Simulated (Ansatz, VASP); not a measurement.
# Two plane-wave programs on Ta

```
Ta
1.0
     2.90357    0.00000    0.00000
    -1.45178    2.51456    0.00000
     0.00000    0.00000    5.12993
Ta
2
Cartesian
  0.0000 1.6764 3.8475
  1.4518 0.8382 1.2825
```

Alike in both runs: functional PBE; k mesh 16 × 16 × 10; occupations gaussian, width 0.05 eV; no spin polarisation.

Ansatz relaxed the structure, and its values are those at the end. VASP's run is a single point on that final structure, the one shown.

```csv
,VASP,Ansatz
version,VASP 6.6.1,Ansatz 0.2.0
potentials or method,"VASP PAW PBE potentials, release 64 (Ta_pv), cutoff 520 eV","scalar-relativistic, plane waves, PAW"
valence electrons in the cell,22,26
```

|  | VASP | Ansatz | Ansatz less VASP |
| --- | --- | --- | --- |
| pressure (GPa) | 0.1 | 0.0 | -0.06 |

With one functional, cell and mesh, what is left measures potentials, basis and numerics. VASP's potentials hold 22 valence electrons a cell and Ansatz's 26, so a difference there can come from the potentials and not from the codes.

Neither program's run includes spin-orbit coupling.
